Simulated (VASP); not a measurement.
# Au (Fm-3m) in VASP: a series of runs, part 2 of 2

VASP 6.6.1. Earlier steps stand in the parts before.

### 3 Relaxation of cell and atoms, r2SCAN

This run uses another cell than the first one, of 17.12 Å³/atom.

POSCAR reads:

```
Au
1.0
    0.0000000000      2.0455000000      2.0455000000
    2.0455000000      0.0000000000      2.0455000000
    2.0455000000      2.0455000000      0.0000000000
Au
1
Direct
    0.0000000000      0.0000000000      0.0000000000
```

INCAR.step1 reads:

```
PREC     = Accurate       # precision mode
ENCUT    = 600            # plane-wave cutoff, eV
ISMEAR   = 0              # smearing method
SIGMA    = 0.1            # smearing width, eV
LREAL    = F              # projectors in reciprocal space
LASPH    = T              # aspherical terms in the spheres
NELM     = 80             # most SCF steps
GGA      = PE             # functional
ALGO     = Normal         # electronic algorithm
EDIFF    = 1E-4           # SCF threshold, eV
LWAVE    = T              # write WAVECAR
LCHARG   = F              # write CHGCAR
```

INCAR.step2 reads:

```
PREC     = Accurate       # precision mode
ENCUT    = 600            # plane-wave cutoff, eV
EDIFF    = 1E-7           # SCF threshold, eV
ISMEAR   = 0              # smearing method
SIGMA    = 0.1            # smearing width, eV
LREAL    = F              # projectors in reciprocal space
LASPH    = T              # aspherical terms in the spheres
NELM     = 80             # most SCF steps
ALGO     = Normal         # electronic algorithm
ISIF     = 3              # what is computed and relaxed
LWAVE    = F              # write WAVECAR
LCHARG   = F              # write CHGCAR
METAGGA  = R2SCAN         # meta-GGA
LMIXTAU  = T            
IBRION   = 2              # ionic algorithm
NSW      = 100            # ionic steps
EDIFFG   = -0.005         # ionic threshold
ISTART   = 1
```

KPOINTS reads:

```
regular mesh
0
Gamma
  18 18 18
```

Potentials or basis: VASP PAW PBE potentials, release 64 (Au).

On the command line:

```sh
> cat potpaw_PBE.64/Au/POTCAR > POTCAR
> cp INCAR.step1 INCAR
> mpirun -np 1 vasp_std > vasp.out
> cp INCAR.step2 INCAR
> mpirun -np 1 vasp_std > vasp.out
```

OUTCAR:

```text
PREC = Accurate
   ENCUT = 600
   EDIFF = 1E-7
   ISMEAR = 0
   LREAL = F
   LASPH = T
   NELM = 80
   ISIF = 3
   METAGGA = R2SCAN
   IBRION = 2
   NSW = 100
   EDIFFG = -0.005
   ISTART = 1

 ion  position               nearest neighbor table
   1  0.000  0.000  0.000-

  LATTYP: Found a face centered cubic cell.
 ALAT       =     4.0910000000

  Lattice vectors:

 A1 = (   0.0000000000,   2.0455000000,   2.0455000000)
 A2 = (   2.0455000000,   0.0000000000,   2.0455000000)
 A3 = (   2.0455000000,   2.0455000000,   0.0000000000)

Analysis of symmetry for initial positions (statically):
=====================================================================
 Subroutine PRICEL returns:
 Original cell was already a primitive cell.

 Routine SETGRP: Setting up the symmetry group for a
 face centered cubic supercell.

 Subroutine GETGRP returns: Found 48 space group operations
 (whereof 48 operations were pure point group operations)
 out of a pool of 48 trial point group operations.

The static configuration has the point symmetry O_h .

Analysis of symmetry for dynamics (positions and initial velocities):
=====================================================================
 Subroutine PRICEL returns:
 Original cell was already a primitive cell.

 Routine SETGRP: Setting up the symmetry group for a
 face centered cubic supercell.

 Subroutine GETGRP returns: Found 48 space group operations
 (whereof 48 operations were pure point group operations)
 out of a pool of 48 trial point group operations.

The dynamic configuration has the point symmetry O_h .

 Subroutine INISYM returns: Found 48 space group operations
 (whereof 48 operations are pure point group operations),
 and found     1 'primitive' translations

----------------------------------------------------------------------------------------

                                     Primitive cell

  volume of cell :      17.1170

  direct lattice vectors                    reciprocal lattice vectors
     0.000000000  2.045500000  2.045500000    -0.244439012  0.244439012  0.244439012
     2.045500000  0.000000000  2.045500000     0.244439012 -0.244439012  0.244439012
     2.045500000  2.045500000  0.000000000     0.244439012  0.244439012 -0.244439012

  length of vectors
     2.892773842  2.892773842  2.892773842     0.423380789  0.423380789  0.423380789

  position of ions in fractional coordinates (direct lattice)
     0.000000000  0.000000000  0.000000000

  ion indices of the primitive-cell ions
   primitive index   ion index
                 1           1

----------------------------------------------------------------------------------------

 KPOINTS: regular mesh

Automatic generation of k-mesh.
 Grid dimensions read from file:
 generate k-points for:   18   18   18

 Generating k-lattice:

[... 22 lines left out ...]
  0.222222  0.000000  0.000000      8.000000
  0.277778  0.000000  0.000000      8.000000
[... 16 lines left out ...]
 -0.277778  0.055556  0.000000     24.000000
 -0.222222  0.055556  0.000000     24.000000
 [... further k-points ...]
   k-points           NKPTS =    195   k-points in BZ     NKDIM =    195   number of bands    NBANDS=      9
   number of dos      NEDOS =    301   number of ions     NIONS =      1
   total plane-waves  NPLWV =  13824
   dimension x,y,z NGX =    24 NGY =   24 NGZ =   24
   dimension x,y,z NGXF=    48 NGYF=   48 NGZF=   48
   ions per type =               1
   NGX,Y,Z   is equivalent  to a cutoff of  13.79, 13.79, 13.79 a.u.
   NGXF,Y,Z  is equivalent  to a cutoff of  27.59, 27.59, 27.59 a.u.
 SYSTEM =  unknown system
   PREC   = accura    normal or accurate (medium, high low for compatibility)
   ISTART =      1    job   : 0-new  1-cont  2-samecut
   ICHARG =      0    charge: 1-file 2-atom 10-const
   ISPIN  =      1    spin polarized calculation?
   LNONCOLLINEAR =      F non collinear calculations
   LSORBIT =      F    spin-orbit coupling
   LASPH  =      T    aspherical Exc in radial PAW
   ENCUT  =  600.0 eV  44.10 Ry    6.64 a.u.   5.78  5.78  5.78*2*pi/ulx,y,z
   NELM   =     80;   NELMIN=  2; NELMDL=  0     # of ELM steps
   EDIFF  = 0.1E-06   stopping-criterion for ELM
   LREAL  =      F    real-space projection
   EDIFFG = -.5E-02   stopping-criterion for IOM
   NSW    =    100    number of steps for IOM
   IBRION =      2    ionic relax: 0-MD 1-quasi-New 2-CG
   NFREE  =      1    steps in history (QN), initial steepest desc. (CG)
   ISIF   =      3    stress and relaxation
   ISYM   =      2    0-nonsym 1-usesym 2-fastsym
   POTIM  = 0.5000    time-step for ionic-motion
   TEBEG  =    0.0;   TEEND  =   0.0 temperature during run
   PSTRESS=    0.0 pullay stress
   NELECT =      11.0000    total number of electrons
   NUPDOWN=      -1.0000    fix difference up-down
   EMIN   =  10.00;   EMAX   =-10.00  energy-range for DOS
   EFERMI =   0.00;   METHOD = LEGACY
   ISMEAR =     0;   SIGMA  =   0.10  broadening in eV -4-tet -1-fermi 0-gaus
   EFERMI_NEDOS =   21; number of points for ismear=-14 and -15
   IALGO  =     38    algorithm
   IMIX   =      4    mixing-type and parameters
     AMIX     =   0.40;   BMIX     =  1.00
     AMIX_MAG =   1.60;   BMIX_MAG =  1.00
  volume/ion in A,a.u.               =      17.12       115.51
  Fermi-wavevector in a.u.,A,eV,Ry     =   1.412742  2.669696 27.155058  1.995840
  Thomas-Fermi vector in A             =   2.534459
   LORBIT       =      0    0 simple, 1 ext, 2 COOP (PROOUT), +10 PAW based schemes
   METAGGA = R2SCAN    functional components
   LHFCALC =     F    Hartree Fock is set to
   AEXX    =    0.0000 exact exchange contribution
   IVDW    =     0    specifies the selected vdW correction
   LEPSILON=     F    determine dielectric tensor
   LRPA    =     F    only Hartree local field effects (RPA)
 conjugate gradient relaxation of ions
 non-spin polarized calculation
 Gauss-broadening in eV      SIGMA  =   0.10
  energy-cutoff  :      600.00
  volume of cell :       17.12
 maximum number of plane-waves:       588
   NGX = 11   NGY = 11   NGZ = 11

--------------------------------------- Ionic step        1  -------------------------------------------

 number of electron      11.0000000 magnetization

 Free energy of the ion-electron system (eV)
  ---------------------------------------------------
  ext. energy  EPLUGINS =         0.00000000
  ---------------------------------------------------
  free energy    TOTEN  =       -50.59010517 eV

  energy without entropy =      -50.58890363  energy(sigma->0) =      -50.58950440

------------------------ aborting loop because EDIFF is reached ----------------------------------------

  FORCE on cell =-STRESS in cart. coord.  units (eV):
  Direction    XX          YY          ZZ          XY          YZ          ZX
  --------------------------------------------------------------------------------------
  -------------------------------------------------------------------------------------
  Total        0.4779546      0.4779546      0.4779546      0.0000000      0.0000000      0.0000000
  in kB       44.7371951     44.7371951     44.7371951      0.0000000      0.0000000      0.0000000
  external PRESSURE =      44.7371951 kB  Pullay stress =       0.0000000 kB
[... 57 lines left out ...]
--------------------------------------- Ionic step        3  -------------------------------------------

 number of electron      11.0000001 magnetization

 Free energy of the ion-electron system (eV)
  ---------------------------------------------------
  ext. energy  EPLUGINS =         0.00000000
  ---------------------------------------------------
  free energy    TOTEN  =       -50.59627744 eV

  energy without entropy =      -50.59512735  energy(sigma->0) =      -50.59570240

 E-fermi :   8.7790     XC(G=0): -13.4094

 val. band max:        8.7570130385   @ k =   0.5000   0.2778   0.1111
 cond. band min:       8.8195274328   @ k =   0.5000   0.1667   0.0556
 fundamental gap:      0.0625143943
 Fermi energy:         8.7789929143

 k-point     1 :       0.0000    0.0000    0.0000
  band No.  band energies     occupation
      1      -0.9364      2.00000
      2       4.0381      2.00000
      3       4.0381      2.00000
      4       4.0381      2.00000
      5       5.4884      2.00000
      6       5.4884      2.00000
      7      24.1762      0.00000
      8      28.0786      0.00000
      9      28.0786      0.00000
[... 265 lines left out ...]
 k-point    24 :      -0.2222    0.0556    0.0000
  band No.  band energies     occupation
      1       0.8573      2.00000
      2       3.8213      2.00000
      3       4.3399      2.00000
      4       4.3697      2.00000
      5       5.4123      2.00000
      6       5.8832      2.00000
      7      20.7507      0.00000
      8      25.1770      0.00000
      9      27.8519      0.00000

 [... further k-points ...]
[... 5 lines left out ...]
  --------------------------------------------------------------------------------------
  -------------------------------------------------------------------------------------
  Total       -0.0029962     -0.0029962     -0.0029962     -0.0000000      0.0000000     -0.0000000
  in kB       -0.2730827     -0.2730827     -0.2730827     -0.0000000      0.0000000     -0.0000000
  external PRESSURE =      -0.2730827 kB  Pullay stress =       0.0000000 kB
[... 16 lines left out ...]
  FREE ENERGIE OF THE ION-ELECTRON SYSTEM (eV)
  ---------------------------------------------------
  free  energy   TOTEN  =       -50.5962774437 eV

  energy  without entropy=      -50.5951273510  energy(sigma->0) =      -50.59570240

 reached required accuracy - stopping structural energy minimisation
```

Run time: 12 min. Hardware: 1 thread of AMD EPYC 7R43 (Zen 3), shared host; peak memory 0.17 GiB.

Results:

- Free energy: -50.5963 eV
- Relaxed volume: 17.58 Å³/atom
- Relaxed cell: a = 2.919 Å, b = 2.919 Å, c = 2.919 Å, α = 60.00°, β = 60.00°, γ = 60.00°
- Space group after relaxing (to 0.1 Å): Fm-3m (No. 225)
- Energy gained by relaxing: 6.2 meV/atom
- Ionic steps: 3
- Pressure after relaxing: 0.0 GPa
- Band gap on the k mesh: zero (an odd number of electrons rules out a gap without spin polarisation)

Step by step:
```tsv
step	energy change (eV)	largest force (eV/Å)	pressure (GPa)	volume (Å³)
1	0.0000	0.0000	4.47	17.12
2	0.0082	0.0000	-5.78	18.33
3	-0.0062	0.0000	-0.03	17.58
```

Final structure:
```cif
data_structure
_symmetry_space_group_name_H-M 'P 1'
_symmetry_Int_Tables_number 1
_cell_length_a 2.9185
_cell_length_b 2.9185
_cell_length_c 2.9185
_cell_angle_alpha 60.000
_cell_angle_beta 60.000
_cell_angle_gamma 60.000
_cell_volume 17.58
loop_
_atom_site_label
_atom_site_type_symbol
_atom_site_fract_x
_atom_site_fract_y
_atom_site_fract_z
_atom_site_occupancy
Au1 Au 0.00000 0.00000 0.00000 1
```

Caveat: the PAW data sets were made with another functional, which shifts forces and pressure a little; spin-orbit coupling is left out, which moves the levels of the heavy elements. Zero-point motion and thermal expansion aren't in these numbers.

### 4 Single point, r2SCAN

POSCAR reads:

```
Au
1.0
    2.9162060726      0.0000000000      0.0000000000
   -1.4581030363      2.5255085416      0.0000000000
    1.4581030363      0.8418361805      2.3810722876
Au
1
Direct
    0.0000000000      0.0000000000      0.0000000000
```

INCAR.step1 reads:

```
ALGO = Normal ; EDIFF = 1E-4
ENCUT = 520 ; GGA = PE
ISMEAR = 0 ; ISYM = 0
LASPH = T ; LCHARG = F
LREAL = F ; LWAVE = T
NBANDS = 12 ; NELM = 60
PREC = Accurate ; SIGMA = 0.1
```

INCAR.step2 reads:

```
ALGO = Normal ; EDIFF = 1E-7
ENCUT = 520 ; ISIF = 2
ISMEAR = 0 ; ISTART = 1
ISYM = 0 ; LASPH = T
LCHARG = T ; LELF = T
LMIXTAU = T ; LREAL = F
LVHAR = T ; LWAVE = F
METAGGA = R2SCAN ; NBANDS = 12
NELM = 60 ; PREC = Accurate
SIGMA = 0.1
```

KPOINTS reads:

```
k-points
0
Gamma
  12 12 14
```

On the command line:

```sh
> cat potpaw_PBE.64/Au/POTCAR > POTCAR
> cp INCAR.step1 INCAR
> mpirun -np 1 vasp_std > vasp.out
> cp INCAR.step2 INCAR
> mpirun -np 1 vasp_std > vasp.out
```

Wall time 27 min (1 thread of AMD EPYC 7R43 (Zen 3), shared host); peak memory 0.28 GiB.

The run converged, but its numbers aren't listed here, since they failed a check.

Caveat: the PAW data sets were made with another functional, which shifts forces and pressure a little; spin-orbit coupling is left out, which moves the levels of the heavy elements.
